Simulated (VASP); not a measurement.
# Al (P6_3/mmc) in VASP: further runs, part 2 of 2

VASP 6.6.1. Earlier steps stand in the parts before.

### 6 Single point, r2SCAN (17.88 Å³/atom)

This run uses another cell than the first one, of 17.88 Å³/atom.

Input file POSCAR:

```
Al
1.0
    2.9317425730      0.0000000000      0.0000000000
   -1.4658712865      2.5389635455      0.0000000000
    0.0000000000      0.0000000000      9.6108711409
Al
4
Direct
    1.0000000000      0.0000000000      0.0000000000
    1.0000000000      0.0000000000      0.5000000000
    0.3333333333      0.6666666667      0.2500000000
    0.6666666667      0.3333333333      0.7500000000
```

Input file INCAR.step1:

```
SYSTEM = Al
PREC = Accurate
ENCUT = 520
ISMEAR = -1
SIGMA = 0.1
LREAL = .False.
LASPH = .True.
NELM = 80
NBANDS = 14
GGA = PE
ALGO = Normal
EDIFF = 1E-4
LWAVE = .True.
LCHARG = .False.
```

Input file INCAR.step2:

```
SYSTEM = Al
PREC = Accurate
ENCUT = 520
EDIFF = 1E-7
ISMEAR = -1
SIGMA = 0.1
LREAL = .False.
LASPH = .True.
NELM = 80
ALGO = Normal
ISIF = 2
LWAVE = .False.
LCHARG = .False.
METAGGA = R2SCAN
LMIXTAU = .True.
NBANDS = 14
ISTART = 1
```

Input file KPOINTS:

```
regular mesh
0
Gamma
  14 14 4
  0 0 0
```

Potentials or basis: VASP PAW PBE potentials, release 64 (Al).

On the command line:

```
> cat potpaw_PBE.64/Al/POTCAR > POTCAR
> cp INCAR.step1 INCAR
> mpirun -np 1 vasp_std > vasp.out
> cp INCAR.step2 INCAR
> mpirun -np 1 vasp_std > vasp.out
```

OUTCAR:

```text
SYSTEM = Al
   PREC = Accurate
   ENCUT = 520
   EDIFF = 1E-7
   ISMEAR = -1
   LREAL = .False.
   LASPH = .True.
   NELM = 80
   ISIF = 2
   METAGGA = R2SCAN
   ISTART = 1

 ion  position               nearest neighbor table
   1  0.000  0.000  0.000-   3 2.94   4 2.94   3 2.94   4 2.94   4 2.94   3 2.94
   2  0.000  0.000  0.500-   3 2.94   4 2.94   3 2.94   4 2.94   4 2.94   3 2.94
   3  0.333  0.667  0.250-   1 2.94   2 2.94   1 2.94   2 2.94   1 2.94   2 2.94
   4  0.667  0.333  0.750-   1 2.94   2 2.94   1 2.94   2 2.94   1 2.94   2 2.94
[... 604 lines left out ...]
     14      11.4665      0.00000

 [... further k-points ...]
[... 5 lines left out ...]
  --------------------------------------------------------------------------------------
  -------------------------------------------------------------------------------------
  Total       -3.8292155     -3.8292155     -3.3743781      0.0000000      0.0000000      0.0000000
  in kB      -85.7581374    -85.7581374    -75.5717143      0.0000000      0.0000000      0.0000000
  external PRESSURE =     -82.3626630 kB  Pullay stress =       0.0000000 kB

 VOLUME and BASIS-vectors are now :
 -----------------------------------------------------------------------------
  energy-cutoff  :      520.00
  volume of cell :       71.54
      direct lattice vectors                 reciprocal lattice vectors
     2.931742573  0.000000000  0.000000000     0.341094068  0.196930752  0.000000000
    -1.465871287  2.538963546  0.000000000     0.000000000  0.393861504  0.000000000
     0.000000000  0.000000000  9.610871141     0.000000000  0.000000000  0.104048841

 POSITION                                       TOTAL-FORCE (eV/Angst)
 -----------------------------------------------------------------------------------
      0.00000      0.00000      0.00000         0.000000      0.000000      0.000000
      0.00000      0.00000      4.80544         0.000000      0.000000      0.000000
     -0.00000      1.69264      2.40272        -0.000000     -0.000000      0.000000
      1.46587      0.84632      7.20815        -0.000000      0.000000      0.000000
 -----------------------------------------------------------------------------------
    total drift:                               -0.000000      0.000000      0.000000

  FREE ENERGIE OF THE ION-ELECTRON SYSTEM (eV)
  ---------------------------------------------------
  free  energy   TOTEN  =       -26.6831078917 eV

  energy  without entropy=      -26.6284543534  energy(sigma->0) =      -26.65578112
```

Wall time 3 min (1 thread of AMD EPYC 9R45 (Zen 5), shared host); peak memory 0.19 GiB.

Results:

| Quantity | Value |
| --- | --- |
| Free energy | -26.6831 eV |
| Pressure | -8.2 GPa |
| Band gap on the k mesh | zero (bands 6 and 7 overlap by 5.74 eV) |

Caveat: the cell stands under tension; the PAW data sets were made with another functional, which shifts forces and pressure a little.

### 7 Single point, r2SCAN

This run uses another cell than the first one, of 15.97 Å³/atom.

Input file POSCAR:

```
Al
1.0
    2.8230581638      0.0000000000      0.0000000000
   -1.4115290819      2.4448400862      0.0000000000
    0.0000000000      0.0000000000      9.2545807009
Al
4
Direct
    1.0000000000      0.0000000000      0.0000000000
    1.0000000000      0.0000000000      0.5000000000
    0.3333333333      0.6666666667      0.2500000000
    0.6666666667      0.3333333333      0.7500000000
```

Input file INCAR.step1:

```
SYSTEM = Al
PREC     = Accurate       ! precision mode
ENCUT    = 520            ! plane-wave cutoff, eV
ISMEAR   = -1             ! smearing method
SIGMA    = 0.1            ! smearing width, eV
LREAL    = .FALSE.        ! projectors in reciprocal space
LASPH    = .TRUE.         ! aspherical terms in the spheres
NELM     = 80             ! most SCF steps
NBANDS   = 14             ! bands
GGA      = PE             ! functional
ALGO     = Normal         ! electronic algorithm
EDIFF    = 1E-4           ! SCF threshold, eV
LWAVE    = .TRUE.         ! write WAVECAR
LCHARG   = .FALSE.        ! write CHGCAR
```

Input file INCAR.step2:

```
SYSTEM = Al
PREC     = Accurate       ! precision mode
ENCUT    = 520            ! plane-wave cutoff, eV
EDIFF    = 1E-6           ! SCF threshold, eV
ISMEAR   = -1             ! smearing method
SIGMA    = 0.1            ! smearing width, eV
LREAL    = .FALSE.        ! projectors in reciprocal space
LASPH    = .TRUE.         ! aspherical terms in the spheres
NELM     = 80             ! most SCF steps
ALGO     = Normal         ! electronic algorithm
ISIF     = 2              ! what is computed and relaxed
LWAVE    = .FALSE.        ! write WAVECAR
LCHARG   = .FALSE.        ! write CHGCAR
METAGGA  = R2SCAN         ! meta-GGA
LMIXTAU  = .TRUE.       
NBANDS   = 14             ! bands
ISTART   = 1
```

Input file KPOINTS:

```
Automatic mesh
0
G
  17 17 5
  0 0 0
```

Potentials or basis: VASP PAW PBE potentials, release 64 (Al).

On the command line:

```
> cat potpaw_PBE.64/Al/POTCAR > POTCAR
> cp INCAR.step1 INCAR
> mpirun -np 1 vasp_std > vasp.out
> cp INCAR.step2 INCAR
> mpirun -np 1 vasp_std > vasp.out
```

OUTCAR:

```text
SYSTEM = Al
   PREC = Accurate
   ENCUT = 520
   EDIFF = 1E-6
   ISMEAR = -1
   LREAL = .FALSE.
   LASPH = .TRUE.
   NELM = 80
   ISIF = 2
   METAGGA = R2SCAN
   ISTART = 1

 ion  position               nearest neighbor table
   1  0.000  0.000  0.000-   3 2.83   4 2.83   3 2.83   4 2.83   4 2.83   3 2.83
   2  0.000  0.000  0.500-   3 2.83   4 2.83   3 2.83   4 2.83   4 2.83   3 2.83
   3  0.333  0.667  0.250-   1 2.83   2 2.83   1 2.83   2 2.83   1 2.83   2 2.83
   4  0.667  0.333  0.750-   1 2.83   2 2.83   1 2.83   2 2.83   1 2.83   2 2.83

  LATTYP: Found a hexagonal cell.
 ALAT       =     2.8230581638
 C/A-ratio  =     3.2782111327

  Lattice vectors:

 A1 = (   2.8230581638,   0.0000000000,   0.0000000000)
 A2 = (  -1.4115290819,   2.4448400862,   0.0000000000)
 A3 = (   0.0000000000,   0.0000000000,   9.2545807009)

Analysis of symmetry for initial positions (statically):
=====================================================================
 Subroutine PRICEL returns:
 Original cell was already a primitive cell.

 Routine SETGRP: Setting up the symmetry group for a
[... 191 lines left out ...]
      9      20.0936      0.00000
     10      20.1938      0.00000
     11      20.1938      0.00000
     12      21.1502      0.00000
     13      21.1502      0.00000
     14      21.2825      0.00000
[... 377 lines left out ...]
      1      -1.2780      2.00000
      2       0.5119      2.00000
      3       0.5156      2.00000
      4       5.4869      2.00000
      5       5.9771      2.00000
      6      10.3805      0.00000
      7      10.7493      0.00000
      8      11.8004      0.00000
      9      11.8035      0.00000
     10      12.3229      0.00000
     11      12.9405      0.00000
     12      14.4848      0.00000
     13      14.9706      0.00000
     14      16.8307      0.00000

 [... further k-points ...]

------------------------ aborting loop because EDIFF is reached ----------------------------------------

  FORCE on cell =-STRESS in cart. coord.  units (eV):
  Direction    XX          YY          ZZ          XY          YZ          ZX
  --------------------------------------------------------------------------------------
  -------------------------------------------------------------------------------------
  Total       -0.0426920     -0.0426920     -0.2119176      0.0000000      0.0000000      0.0000000
  in kB       -1.0708541     -1.0708541     -5.3155791      0.0000000      0.0000000      0.0000000
  external PRESSURE =      -2.4857625 kB  Pullay stress =       0.0000000 kB

 VOLUME and BASIS-vectors are now :
 -----------------------------------------------------------------------------
  energy-cutoff  :      520.00
  volume of cell :       63.87
      direct lattice vectors                 reciprocal lattice vectors
     2.823058164  0.000000000  0.000000000     0.354225787  0.204512354  0.000000000
    -1.411529082  2.444840086  0.000000000     0.000000000  0.409024707  0.000000000
     0.000000000  0.000000000  9.254580701     0.000000000  0.000000000  0.108054598

 POSITION                                       TOTAL-FORCE (eV/Angst)
 -----------------------------------------------------------------------------------
      0.00000      0.00000      0.00000         0.000000     -0.000000      0.000000
      0.00000      0.00000      4.62729         0.000000     -0.000000      0.000000
     -0.00000      1.62989      2.31365         0.000000     -0.000000     -0.000000
      1.41153      0.81495      6.94094        -0.000000      0.000000     -0.000000
 -----------------------------------------------------------------------------------
    total drift:                               -0.000000      0.000000      0.000000

  FREE ENERGIE OF THE ION-ELECTRON SYSTEM (eV)
  ---------------------------------------------------
  free  energy   TOTEN  =       -26.9122032186 eV

  energy  without entropy=      -26.8650340292  energy(sigma->0) =      -26.88861862
```

It took 3.3 min on 1 thread of AMD EPYC 9R45 (Zen 5), shared host; peak memory 0.2 GiB.

What came out:

```
Free energy            : -26.9122 eV
Pressure               : -0.2 GPa
Band gap on the k mesh : zero (bands 6 and 7 overlap by 5.95 eV)
```

Caveat: the PAW data sets were made with another functional, which shifts forces and pressure a little.

### 8 Summary

| cell | k mesh | gap on the mesh (eV) | pressure (GPa) |
| --- | --- | --- | --- |
| a = 2.785, b = 2.785, c = 9.130 Å, angles 90.0, 90.0, 120.0°, 4 atoms | 14 × 14 × 4 | none | 3.7 |
| a = 2.823, b = 2.823, c = 9.255 Å, angles 90.0, 90.0, 120.0°, 4 atoms | 14 × 14 × 4 | none | -0.3 |
| a = 2.860, b = 2.860, c = 9.376 Å, angles 90.0, 90.0, 120.0°, 4 atoms | 14 × 14 × 4 | none | -3.6 |
| a = 2.896, b = 2.896, c = 9.495 Å, angles 90.0, 90.0, 120.0°, 4 atoms | 14 × 14 × 4 | none | -6.2 |
| a = 2.932, b = 2.932, c = 9.611 Å, angles 90.0, 90.0, 120.0°, 4 atoms | 14 × 14 × 4 | none | -8.2 |
| a = 2.823, b = 2.823, c = 9.255 Å, angles 90.0, 90.0, 120.0°, 4 atoms | 17 × 17 × 5 | none | -0.2 |

Alike in all rows: task single point; level r2SCAN; potentials or basis VASP PAW PBE potentials, release 64 (Al); no spin polarisation; cutoff (eV) 520; smearing fermi-dirac 0.1 eV.

Caveats: the PAW data sets were made with another functional, which shifts forces and pressure a little; the cell stands under tension (at least some runs); the cell stands under pressure (at least some runs).

Total energies depend on the potentials used, so only differences within one code and one set of settings carry meaning.
